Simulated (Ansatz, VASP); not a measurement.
## Si in VASP and in Ansatz

```
CELL_PARAMETERS angstrom
0.00000 1.88165 1.88165
1.88165 0.00000 1.88165
1.88165 1.88165 0.00000
ATOMIC_POSITIONS crystal
Si 0.00000 0.00000 0.00000
```

Alike in both runs: task single point; functional LDA; k mesh 16 × 16 × 16; occupations fermi-dirac, width 0.1 eV; no spin polarisation.

```csv
,VASP,Ansatz
version,VASP 6.6.1,Ansatz 0.2.0
potentials or method,"VASP PAW LDA potentials, release 64 (Si), cutoff 520 eV","plane waves (420 eV) with PAW, scalar-relativistic"
valence electrons in the cell,4,4
```

VASP gave:

```
pressure (GPa) : 4.6
```

Q: Estimate Ansatz's values.

A: Pressure (GPa): 4.5.

Ansatz warns that its potentials were made for another functional, while VASP's fit it. LDA's correlation is that of Perdew and Zunger in VASP and of Perdew and Wang (1992) in Ansatz.
